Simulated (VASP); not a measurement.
# Zr4B (P6/mmm) in VASP: further runs

Runs on Zr4B. Level: PBE. Tasks: relaxation of cell and atoms, single point.

Everything below comes from runs of VASP 6.6.1. Logs are shortened: lines on timing, memory, paths and dates and some standing lists are left out, and cuts for length are marked.

## Step 1: The cell of the first run

It takes space group P6/mmm (No. 191, hexagonal). The conventional cell has a = 3.664 Å, b = 3.664 Å, c = 6.571 Å, α = 90.00°, β = 90.00°, γ = 120.00°. Zr (site symmetry 6mm) has 1 B at 2.13 Å and 7 Zr at 2.31 to 2.41 Å within 2.8 Å. Within 2.8 Å of Zr (site symmetry -6m2) lie 9 Zr at 2.12 to 2.41 Å. Within 2.8 Å of B (site symmetry 6/mmm) lie 2 Zr at 2.13 Å.

The cell was built from a structure type or drawn by symmetry, and may not be a known phase.

## Step 2: Relaxation of cell and atoms, PBE

File INCAR:

```
SYSTEM = Zr4B
  ALGO = Normal
  EDIFF = 1E-7
  EDIFFG = -0.04
  ENCUT = 600
  GGA = PE
  IBRION = 2
  ISIF = 3
  ISMEAR = 0
  LASPH = .True.
  LCHARG = .False.
  LREAL = .False.
  LWAVE = .False.
  NELM = 100
  NSW = 90
  PREC = Accurate
  SIGMA = 0.1
```

File KPOINTS:

```
k-points
0
Gamma
  6 6 4
  0 0 0
```

File POSCAR:

```
Zr4B
1.0
    3.6640889200      0.0000000000      0.0000000000
   -1.8320444600      3.1731940800      0.0000000000
    0.0000000000      0.0000000000      6.5712477200
Zr B
4 1
Direct
    0.0000000000      0.0000000000      0.8244210100
    0.0000000000      0.0000000000      0.1755789900
    0.3333333300      0.6666666700      0.0000000000
    0.6666666700      0.3333333300      0.0000000000
    0.0000000000      0.0000000000      0.5000000000
```

Potentials or basis: VASP PAW PBE potentials, release 64 (Zr_sv, B).

Run with:

```console
cat potpaw_PBE.64/Zr_sv/POTCAR potpaw_PBE.64/B/POTCAR > POTCAR
mpirun -np 1 vasp_std > vasp.out
```

OUTCAR:

```text
SYSTEM = Zr4B
   EDIFF = 1E-7
   EDIFFG = -0.04
   ENCUT = 600
   GGA = PE
   IBRION = 2
   ISIF = 3
   ISMEAR = 0
   LASPH = .True.
   LREAL = .False.
   NELM = 100
   NSW = 90
   PREC = Accurate

 ion  position               nearest neighbor table
   1  0.000  0.000  0.824-   5 2.13   2 2.31   4 2.41   3 2.41   3 2.41   4 2.41   4 2.41   3 2.41

   2  0.000  0.000  0.176-   5 2.13   1 2.31   4 2.41   3 2.41   3 2.41   4 2.41   4 2.41   3 2.41

   3  0.333  0.667  0.000-   4 2.12   4 2.12   4 2.12   1 2.41   2 2.41   2 2.41   1 2.41   2 2.41
                             1 2.41
   4  0.667  0.333  0.000-   3 2.12   3 2.12   3 2.12   1 2.41   2 2.41   1 2.41   2 2.41   1 2.41
                             2 2.41
   5  0.000  0.000  0.500-   1 2.13   2 2.13

  LATTYP: Found a hexagonal cell.
 ALAT       =     3.6640889200
 C/A-ratio  =     1.7934192820

  Lattice vectors:

 A1 = (   3.6640889200,   0.0000000000,   0.0000000000)
 A2 = (  -1.8320444600,   3.1731940800,   0.0000000000)
 A3 = (   0.0000000000,   0.0000000000,   6.5712477200)

Analysis of symmetry for initial positions (statically):
=====================================================================
 Subroutine PRICEL returns:
 Original cell was already a primitive cell.

 Routine SETGRP: Setting up the symmetry group for a
 hexagonal supercell.

 Subroutine GETGRP returns: Found 24 space group operations
 (whereof 24 operations were pure point group operations)
 out of a pool of 24 trial point group operations.

The static configuration has the point symmetry D_6h.

Analysis of symmetry for dynamics (positions and initial velocities):
=====================================================================
 Subroutine PRICEL returns:
 Original cell was already a primitive cell.

 Routine SETGRP: Setting up the symmetry group for a
 hexagonal supercell.

 Subroutine GETGRP returns: Found 24 space group operations
 (whereof 24 operations were pure point group operations)
 out of a pool of 24 trial point group operations.

The dynamic configuration has the point symmetry D_6h.

 Subroutine INISYM returns: Found 24 space group operations
 (whereof 24 operations are pure point group operations),
 and found     1 'primitive' translations

----------------------------------------------------------------------------------------

                                     Primitive cell

  volume of cell :      76.4030

  direct lattice vectors                    reciprocal lattice vectors
     3.664088920  0.000000000  0.000000000     0.272919141  0.157569940  0.000000000
    -1.832044460  3.173194080  0.000000000     0.000000000  0.315139879  0.000000000
     0.000000000  0.000000000  6.571247720     0.000000000  0.000000000  0.152178101

  length of vectors
     3.664088920  3.664088914  6.571247720     0.315139879  0.315139879  0.152178101

  position of ions in fractional coordinates (direct lattice)
     0.000000000  0.000000000  0.824421010
     0.000000000  0.000000000  0.175578990
     0.333333330  0.666666670  0.000000000
     0.666666670  0.333333330  0.000000000
     0.000000000  0.000000000  0.500000000

  ion indices of the primitive-cell ions
   primitive index   ion index
                 1           1
                 2           2
                 3           3
                 4           4
                 5           5

----------------------------------------------------------------------------------------

 KPOINTS: k-points

Automatic generation of k-mesh.
 Grid dimensions read from file:
 generate k-points for:    6    6    4

 Generating k-lattice:

  Cartesian coordinates                     Fractional coordinates (reciprocal lattice)
     0.045486523  0.026261657  0.000000000     0.166666667  0.000000000  0.000000000
     0.000000000  0.052523313  0.000000000     0.000000000  0.166666667  0.000000000
     0.000000000  0.000000000  0.038044525     0.000000000  0.000000000  0.250000000

  Length of vectors
     0.052523313  0.052523313  0.038044525

  Shift w.r.t. Gamma in fractional coordinates (k-lattice)
     0.000000000  0.000000000  0.000000000

 Subroutine IBZKPT returns following result:
 ===========================================

 Found     21 irreducible k-points:

 Following reciprocal coordinates:
            Coordinates               Weight
  0.000000  0.000000  0.000000      1.000000
  0.166667  0.000000  0.000000      6.000000
  0.333333  0.000000  0.000000      6.000000
  0.500000  0.000000  0.000000      3.000000
  0.166667  0.166667  0.000000      6.000000
  0.333333  0.166667  0.000000     12.000000
[... 13 lines left out ...]
  0.333333  0.166667  0.500000     12.000000
  0.333333  0.333333  0.500000      2.000000
   k-points           NKPTS =     21   k-points in BZ     NKDIM =     21   number of bands    NBANDS=     30
   number of dos      NEDOS =    301   number of ions     NIONS =      5
   total plane-waves  NPLWV =  48600
   dimension x,y,z NGX =    30 NGY =   30 NGZ =   54
   dimension x,y,z NGXF=    60 NGYF=   60 NGZF=  108
   ions per type =               4   1
   NGX,Y,Z   is equivalent  to a cutoff of  13.61, 13.61, 13.66 a.u.
   NGXF,Y,Z  is equivalent  to a cutoff of  27.22, 27.22, 27.32 a.u.
 SYSTEM =  Zr4B
   PREC   = accura    normal or accurate (medium, high low for compatibility)
   ISTART =      0    job   : 0-new  1-cont  2-samecut
   ICHARG =      2    charge: 1-file 2-atom 10-const
   ISPIN  =      1    spin polarized calculation?
   LNONCOLLINEAR =      F non collinear calculations
   LSORBIT =      F    spin-orbit coupling
   LASPH  =      T    aspherical Exc in radial PAW
   ENCUT  =  600.0 eV  44.10 Ry    6.64 a.u.   7.32  7.32 13.12*2*pi/ulx,y,z
   NELM   =    100;   NELMIN=  2; NELMDL= -5     # of ELM steps
   EDIFF  = 0.1E-06   stopping-criterion for ELM
   LREAL  =      F    real-space projection
   EDIFFG = -.4E-01   stopping-criterion for IOM
   NSW    =     90    number of steps for IOM
   IBRION =      2    ionic relax: 0-MD 1-quasi-New 2-CG
   NFREE  =      1    steps in history (QN), initial steepest desc. (CG)
   ISIF   =      3    stress and relaxation
   ISYM   =      2    0-nonsym 1-usesym 2-fastsym
   POTIM  = 0.5000    time-step for ionic-motion
   TEBEG  =    0.0;   TEEND  =   0.0 temperature during run
   PSTRESS=    0.0 pullay stress
   NELECT =      51.0000    total number of electrons
   NUPDOWN=      -1.0000    fix difference up-down
   EMIN   =  10.00;   EMAX   =-10.00  energy-range for DOS
   EFERMI =   0.00;   METHOD = LEGACY
   ISMEAR =     0;   SIGMA  =   0.10  broadening in eV -4-tet -1-fermi 0-gaus
   EFERMI_NEDOS =   21; number of points for ismear=-14 and -15
   IALGO  =     38    algorithm
   IMIX   =      4    mixing-type and parameters
     AMIX     =   0.40;   BMIX     =  1.00
     AMIX_MAG =   1.60;   BMIX_MAG =  1.00
  volume/ion in A,a.u.               =      15.28       103.12
  Fermi-wavevector in a.u.,A,eV,Ry     =   1.430742  2.703711 27.851443  2.047023
  Thomas-Fermi vector in A             =   2.550554
   LORBIT       =      0    0 simple, 1 ext, 2 COOP (PROOUT), +10 PAW based schemes
   GGA     = PE    functional components
   LHFCALC =     F    Hartree Fock is set to
   AEXX    =    0.0000 exact exchange contribution
   IVDW    =     0    specifies the selected vdW correction
   LEPSILON=     F    determine dielectric tensor
   LRPA    =     F    only Hartree local field effects (RPA)
 conjugate gradient relaxation of ions
 non-spin polarized calculation
 Gauss-broadening in eV      SIGMA  =   0.10
  energy-cutoff  :      600.00
  volume of cell :       76.40
 maximum number of plane-waves:      2582
 NGX is ok and might be reduce to    30
   NGX = 15   NGY = 15   NGZ = 27

--------------------------------------- Ionic step        1  -------------------------------------------

 number of electron      51.0000000 magnetization

 Free energy of the ion-electron system (eV)
  ---------------------------------------------------
  ext. energy  EPLUGINS =         0.00000000
  ---------------------------------------------------
  free energy    TOTEN  =       -11.63152619 eV

  energy without entropy =      -11.61431268  energy(sigma->0) =      -11.62291944

 E-fermi :  11.0717     XC(G=0): -11.7302

 val. band max:       11.0540191672   @ k =   0.1667   0.1667   0.0000
 cond. band min:      11.0876111987   @ k =   0.3333   0.0000   0.0000
 fundamental gap:      0.0335920314
 Fermi energy:        11.0716953493

 k-point     1 :       0.0000    0.0000    0.0000
  band No.  band energies     occupation
      1     -40.2891      2.00000
      2     -37.1513      2.00000
      3     -37.0121      2.00000
      4     -35.5188      2.00000
      5     -19.7894      2.00000
      6     -19.7894      2.00000
[... 792 lines left out ...]
  FREE ENERGIE OF THE ION-ELECTRON SYSTEM (eV)
  ---------------------------------------------------
  free  energy   TOTEN  =       -32.7014964943 eV

  energy  without entropy=      -32.6715464439  energy(sigma->0) =      -32.68652147

 E-fermi :   3.7865     XC(G=0):  -8.6448

 val. band max:        3.7657918476   @ k =   0.1667   0.1667   0.5000
 cond. band min:       3.7998408778   @ k =   0.3333   0.1667   0.5000
 fundamental gap:      0.0340490302
 Fermi energy:         3.7864549161

 k-point     1 :       0.0000    0.0000    0.0000
  band No.  band energies     occupation
      1     -45.2721      2.00000
      2     -45.2655      2.00000
      3     -44.6864      2.00000
      4     -44.2608      2.00000
      5     -23.3958      2.00000
      6     -23.3958      2.00000
[... 682 lines left out ...]
     29       4.5630      0.00000
     30       4.5630      0.00000

[... ionic steps 4 to 15 ...]

--------------------------------------- Ionic step       16  -------------------------------------------

 number of electron      51.0000002 magnetization

------------------------ aborting loop because EDIFF is reached ----------------------------------------

  FORCE on cell =-STRESS in cart. coord.  units (eV):
  Direction    XX          YY          ZZ          XY          YZ          ZX
  --------------------------------------------------------------------------------------
  -------------------------------------------------------------------------------------
  Total       -0.1885785     -0.1885785     -0.3046396      0.0000000      0.0000000      0.0000000
  in kB       -1.8981527     -1.8981527     -3.0663748      0.0000000      0.0000000      0.0000000
  external PRESSURE =      -2.2875601 kB  Pullay stress =       0.0000000 kB
[... 63 lines left out ...]
  energy  without entropy=      -34.1674544019  energy(sigma->0) =      -34.17964275

--------------------------------------- Ionic step       18  -------------------------------------------

 number of electron      51.0000002 magnetization

 Free energy of the ion-electron system (eV)
  ---------------------------------------------------
  ext. energy  EPLUGINS =         0.00000000
  ---------------------------------------------------
  free energy    TOTEN  =       -34.19258595 eV

  energy without entropy =      -34.16862507  energy(sigma->0) =      -34.18060551

 E-fermi :   3.9380     XC(G=0):  -8.6122

 val. band max:        3.8763571167   @ k =   0.3333   0.0000   0.2500
 cond. band min:       3.9397334460   @ k =   0.1667   0.0000   0.2500
 fundamental gap:      0.0633763292
 Fermi energy:         3.9379601963

 k-point     1 :       0.0000    0.0000    0.0000
  band No.  band energies     occupation
      1     -44.9348      2.00000
      2     -44.8663      2.00000
      3     -44.5892      2.00000
      4     -44.2972      2.00000
      5     -23.1148      2.00000
      6     -23.1148      2.00000
[... 714 lines left out ...]
  FREE ENERGIE OF THE ION-ELECTRON SYSTEM (eV)
  ---------------------------------------------------
  free  energy   TOTEN  =       -34.1925859493 eV

  energy  without entropy=      -34.1686250652  energy(sigma->0) =      -34.18060551

 reached required accuracy - stopping structural energy minimisation
```

Wall time 41 min (1 thread of Intel Xeon 8259CL, shared host); peak memory 0.25 GiB.

What came out:

- Free energy: -34.1926 eV
- Relaxed volume: 31.70 Å³/atom
- Relaxed cell: a = 4.858 Å, b = 4.858 Å, c = 7.755 Å, α = 90.00°, β = 90.00°, γ = 120.00°
- Space group after relaxing (to 0.1 Å): P6/mmm (No. 191)
- Energy gained by relaxing: 4512.2 meV/atom
- Ionic steps: 18
- Pressure after relaxing: 0.0 GPa
- Largest force after relaxing: 0.005 eV/Å
- Band gap on the k mesh: zero (an odd number of electrons rules out a gap without spin polarisation)

Forces in eV/Å, atoms in the order of the input:
```
Zr   0.000  0.000  0.005
Zr   0.000  0.000 -0.005
Zr   0.000  0.000  0.000
Zr   0.000  0.000  0.000
B    0.000  0.000  0.000
```

The path:
```csv
step,energy change (eV),largest force (eV/Å),pressure (GPa),volume (Å³)
1,0.0000,15.3781,139.38,76.40
2,-11.8076,1.6329,-7.41,335.16
3,-21.0700,3.8417,-0.77,160.45
4,-21.2303,3.7470,0.70,154.83
5,-21.3668,3.4365,4.37,144.21
6,-21.3622,3.4986,3.71,145.86
7,-22.1190,0.9919,-3.31,162.66
8,-22.1321,1.2115,-2.59,160.37
9,-22.3128,0.6235,0.26,152.31
10,-22.3222,0.4549,1.21,150.07
11,-22.3980,0.3537,0.90,151.94
12,-22.5404,0.1517,0.22,157.41
13,-22.5402,0.4577,0.07,158.93
14,-22.5438,0.2853,0.15,158.14
15,-22.5589,0.1074,-0.33,159.49
16,-22.5605,0.0122,-0.23,159.17
17,-22.5603,0.0041,0.28,157.74
18,-22.5611,0.0048,0.00,158.52
```

Final structure:
```xyz
5
Lattice="4.8584 0.0000 0.0000 -2.4292 4.2075 0.0000 0.0000 0.0000 7.7547" Properties=species:S:1:pos:R:3 pbc="T T T"
Zr    0.0000    0.0000    6.2598
Zr    0.0000    0.0000    1.4949
Zr    0.0000    2.8050    0.0000
Zr    2.4292    1.4025    0.0000
B     0.0000    0.0000    3.8773
```

Levels at points of the mesh, in eV from the Fermi level:
```csv
k point,band 22,band 23,band 24,band 25,band 26,band 27,band 28,band 29
"(0.00, 0.00, 0.00)",-1.39,-1.37,-1.35,-0.29,0.23,0.23,1.02,1.02
"(0.50, 0.00, 0.00)",-1.44,-1.14,-0.67,-0.45,0.47,0.58,0.63,0.65
"(0.00, 0.00, 0.50)",-1.40,-1.40,-1.02,-0.53,0.26,0.26,0.47,0.47
"(0.50, 0.00, 0.50)",-1.33,-0.77,-0.67,-0.57,-0.09,0.30,0.59,0.93
```

Caveat: the volume moved by over 15 % at a fixed basis, so the end points are rough.

(Part 1 of 2 ends here.)
